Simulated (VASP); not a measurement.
# Bi (Im-3m) in VASP: a series of runs, part 2 of 2

VASP 6.6.1.

**4. Relaxation of cell and atoms, PBEsol, target pressure 10.1 GPa, at which the enthalpy is minimised**

This run uses another cell than the first one, of 31.12 Å³/atom, 1.177 times its volume.

INCAR reads:

```
SYSTEM = Bi
ALGO     = Normal         ! electronic algorithm
EDIFF    = 1E-6           ! SCF threshold, eV
EDIFFG   = -0.002         ! ionic threshold
ENCUT    = 600            ! plane-wave cutoff, eV
GGA      = PS             ! functional
IBRION   = 2              ! ionic algorithm
ISIF     = 3              ! what is computed and relaxed
ISMEAR   = 0              ! smearing method
LASPH    = .TRUE.         ! aspherical terms in the spheres
LCHARG   = .FALSE.        ! write CHGCAR
LREAL    = .FALSE.        ! projectors in reciprocal space
LWAVE    = .FALSE.        ! write WAVECAR
NELM     = 100            ! most SCF steps
NSW      = 100            ! ionic steps
PREC     = Accurate       ! precision mode
PSTRESS  = 101.0        
SIGMA    = 0.03           ! smearing width, eV
```

KPOINTS reads:

```
k-points
0
G
  22 22 22
  0 0 0
```

POSCAR reads:

```
Bi
1.0
   -1.9814305318      1.9814305318      1.9814305318
    1.9814305318     -1.9814305318      1.9814305318
    1.9814305318      1.9814305318     -1.9814305318
Bi
1
Direct
    0.0000000000      0.0000000000      0.0000000000
```

Potentials or basis: VASP PAW PBE potentials, release 64 (Bi_d).

On the command line:

```bash
$ cat potpaw_PBE.64/Bi_d/POTCAR > POTCAR
$ mpirun -np 1 vasp_std > vasp.out
```

OUTCAR:

```text
SYSTEM = Bi
   EDIFF = 1E-6
   EDIFFG = -0.002
   ENCUT = 600
   GGA = PS
   IBRION = 2
   ISIF = 3
   ISMEAR = 0
   LASPH = .TRUE.
   LREAL = .FALSE.
   NELM = 100
   NSW = 100
   PREC = Accurate
   PSTRESS = 101.0

 ion  position               nearest neighbor table
   1  0.000  0.000  0.000-

  LATTYP: Found a body centered cubic cell.
 ALAT       =     3.9628610636

  Lattice vectors:

 A1 = (  -1.9814305318,   1.9814305318,   1.9814305318)
 A2 = (   1.9814305318,  -1.9814305318,   1.9814305318)
 A3 = (   1.9814305318,   1.9814305318,  -1.9814305318)

Analysis of symmetry for initial positions (statically):
=====================================================================
 Subroutine PRICEL returns:
 Original cell was already a primitive cell.

 Routine SETGRP: Setting up the symmetry group for a
 body centered cubic supercell.

 Subroutine GETGRP returns: Found 48 space group operations
 (whereof 48 operations were pure point group operations)
 out of a pool of 48 trial point group operations.

The static configuration has the point symmetry O_h .

Analysis of symmetry for dynamics (positions and initial velocities):
=====================================================================
 Subroutine PRICEL returns:
 Original cell was already a primitive cell.

 Routine SETGRP: Setting up the symmetry group for a
 body centered cubic supercell.

 Subroutine GETGRP returns: Found 48 space group operations
[... 158 lines left out ...]
  Total       -0.4021443     -0.4021443     -0.4021443     -0.0000000     -0.0000000      0.0000000
  in kB      -20.7059898    -20.7059898    -20.7059898     -0.0000000     -0.0000000      0.0000000
  external PRESSURE =    -121.7059898 kB  Pullay stress =     101.0000000 kB
[... 24 lines left out ...]
--------------------------------------- Ionic step        2  -------------------------------------------

 number of electron      15.0000000 magnetization

 E-fermi :  13.2286     XC(G=0): -12.2933

 val. band max:       13.2155665348   @ k =  -0.4545  -0.4545   0.3182
 cond. band min:      13.2356147631   @ k =  -0.2727   0.4091   0.0455
 fundamental gap:      0.0200482283
 Fermi energy:        13.2286052338

 k-point     1 :       0.0000    0.0000    0.0000
  band No.  band energies     occupation
      1     -10.3720      2.00000
      2     -10.3720      2.00000
      3     -10.3720      2.00000
      4      -9.9724      2.00000
      5      -9.9724      2.00000
      6      -3.6218      2.00000
      7      21.4673      0.00000
      8      21.4673      0.00000
      9      21.4673      0.00000
     10      23.4025      0.00000
     11      23.4034      0.00000
[... 506 lines left out ...]
--------------------------------------- Ionic step        7  -------------------------------------------

 number of electron      14.9999997 magnetization

 Free energy of the ion-electron system (eV)
  ---------------------------------------------------
  ext. energy  EPLUGINS =         0.00000000
  ---------------------------------------------------
  free energy    TOTEN  =        -4.12281721 eV

  energy without entropy =       -4.12258470  energy(sigma->0) =       -4.12270096

 E-fermi :   9.9345     XC(G=0): -11.2369

 val. band max:        9.9306182144   @ k =   0.1818   0.0455   0.0455
 cond. band min:       9.9587003706   @ k =   0.1818   0.1818   0.0909
 fundamental gap:      0.0280821561
 Fermi energy:         9.9344722236

 k-point     1 :       0.0000    0.0000    0.0000
  band No.  band energies     occupation
      1     -13.1954      2.00000
      2     -13.1954      2.00000
      3     -13.1954      2.00000
      4     -12.9762      2.00000
      5     -12.9762      2.00000
      6      -4.8642      2.00000
      7      16.3237      0.00000
      8      16.3237      0.00000
      9      16.3237      0.00000
     10      20.3959      0.00000
     11      20.3959      0.00000
[... 354 lines left out ...]
  energy  without entropy=       -4.1225846994  energy(sigma->0) =       -4.12270096

  enthalpy is  TOTEN    =        -2.4548369634 eV   P V=        1.6679802486

 reached required accuracy - stopping structural energy minimisation
```

OSZICAR:

```text
N       E                     dE             d eps       ncg     rms          rms(c)
DAV:   1     0.107473937948E+03    0.10747E+03   -0.87351E+03  7250   0.172E+03
DAV:   2     0.128366196864E+01   -0.10619E+03   -0.10390E+03  7375   0.371E+02
DAV:   3    -0.408570537700E+01   -0.53694E+01   -0.52796E+01  8328   0.902E+01
[... 59 lines left out ...]
DAV:   2    -0.412292756057E+01    0.66203E-03   -0.10892E-03  8248   0.730E-01    0.581E-02
DAV:   3    -0.412281315429E+01    0.11441E-03   -0.46783E-04 11409   0.439E-01    0.596E-03
DAV:   4    -0.412281493870E+01   -0.17844E-05   -0.64700E-06  7645   0.327E-02    0.333E-03
DAV:   5    -0.412281781744E+01   -0.28787E-05   -0.55862E-06  7831   0.248E-02    0.160E-03
DAV:   6    -0.412281721199E+01    0.60546E-06   -0.49286E-07  4112   0.964E-03
   7 F= -.24548370E+01 E0= -.24547207E+01  d E =-.251581E-04
```

CONTCAR:

```text
Bi
   1.00000000000000
    -1.8771834081903527    1.8771834081903527    1.8771834081903527
     1.8771834081903527   -1.8771834081903527    1.8771834081903527
     1.8771834081903527    1.8771834081903527   -1.8771834081903527
  Bi
     1
Direct
     0.0000000000000000    0.0000000000000000    0.0000000000000000

  0.00000000E+00  0.00000000E+00  0.00000000E+00
```

Wall time 8.8 min (1 thread of AMD EPYC 7R43 (Zen 3), shared host); peak memory 0.25 GiB.

Results:

| Quantity | Value |
| --- | --- |
| Free energy | -4.1228 eV |
| Relaxed volume | 26.46 Å³/atom |
| Relaxed cell | a = 3.251 Å, b = 3.251 Å, c = 3.251 Å, α = 109.47°, β = 109.47°, γ = 109.47° |
| Space group after relaxing (to 0.05 Å) | Im-3m (No. 229) |
| Energy change on relaxing (the enthalpy is what falls) | +90.3 meV/atom |
| Ionic steps | 7 |
| Pressure after relaxing | 10.1 GPa |

The path:
```
step  energy change (eV)  largest force (eV/Å)  pressure (GPa)  volume (Å³)
   1              0.0000                0.0000           -2.07        31.12
   2              0.7983                0.0000           42.49        21.64
   3              0.0794                0.0000            9.40        26.64
   4              0.0878                0.0000            9.94        26.50
   5              0.0933                0.0000           10.28        26.41
   6              0.0869                0.0000            9.85        26.51
   7              0.0903                0.0000           10.11        26.46
```

Final structure:
```
Bi
1.0
    -1.87718    1.87718    1.87718
     1.87718   -1.87718    1.87718
     1.87718    1.87718   -1.87718
Bi
1
Cartesian
  0.0000 0.0000 0.0000
```

Caveat: the cell is relaxed towards a set pressure, so the enthalpy falls and the energy may rise; the PAW data sets were made with another functional, which shifts forces and pressure a little; spin-orbit coupling is left out, which moves the levels of the heavy elements.

**5. The runs side by side**

```csv
task,cell,cutoff (eV),gap on the mesh (eV),pressure (GPa)
single point,"a = 3.251 Å, angles 109.5°, 1 atom",520,none,10.0
relaxation of cell and atoms,"relaxed to 10.1 GPa from a = 3.251 Å, angles 109.5°, 1 atom",600,none,10.1
relaxation of cell and atoms,"relaxed to 10.1 GPa from a = 3.432 Å, angles 109.5°, 1 atom",600,none,10.1
```

Alike in all rows: level PBEsol; potentials or basis VASP PAW PBE potentials, release 64 (Bi_d); no spin polarisation; k mesh 22 × 22 × 22; smearing gaussian 0.03 eV.

Caveats: the PAW data sets were made with another functional, which shifts forces and pressure a little; spin-orbit coupling is left out, which moves the levels of the heavy elements; the cell is relaxed towards a set pressure, so the enthalpy falls and the energy may rise (some runs); the relaxation stopped at its first step, so nothing moved (some runs).

Total energies depend on the potentials used, so only differences within one code and one set of settings carry meaning.
